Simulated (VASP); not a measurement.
Input of a VASP 6.6.1 run:

POSCAR

```
HfB
1.0
    0.0000000000      2.3403982228      2.3403982228
    2.3403982228      0.0000000000      2.3403982228
    2.3403982228      2.3403982228      0.0000000000
Hf B
1 1
Direct
    0.5000000000      0.5000000000      0.5000000000
    0.0000000000      0.0000000000      0.0000000000
```

File INCAR.step1:

```
SYSTEM = HfB
ALGO = Normal
EDIFF = 1E-4
ENCUT = 520
GGA = PE
ISMEAR = -1
LASPH = .TRUE.
LCHARG = .FALSE.
LREAL = .FALSE.
LWAVE = .TRUE.
NBANDS = 14
NELM = 80
PREC = Accurate
SIGMA = 0.05
```

The input INCAR.step2:

```
SYSTEM = HfB
ALGO = Normal
EDIFF = 1E-7
ENCUT = 520
ISIF = 2
ISMEAR = -1
ISTART = 1
LASPH = .TRUE.
LCHARG = .FALSE.
LMIXTAU = .TRUE.
LREAL = .FALSE.
LWAVE = .FALSE.
METAGGA = R2SCAN
NBANDS = 14
NELM = 80
PREC = Accurate
SIGMA = 0.05
```

File KPOINTS:

```
k-points
0
G
  10 10 10
  0 0 0
```

Potentials or basis: VASP PAW PBE potentials, release 64 (Hf_pv, B).

Command:

```sh
$ cat potpaw_PBE.64/Hf_pv/POTCAR potpaw_PBE.64/B/POTCAR > POTCAR
$ cp INCAR.step1 INCAR
$ mpirun -np 1 vasp_std > vasp.out
$ cp INCAR.step2 INCAR
$ mpirun -np 1 vasp_std > vasp.out
```

**Question.** Estimate the pressure.

**Answer.** 19.2 GPa.

Caveat: the PAW data sets were made with another functional, which shifts forces and pressure a little.
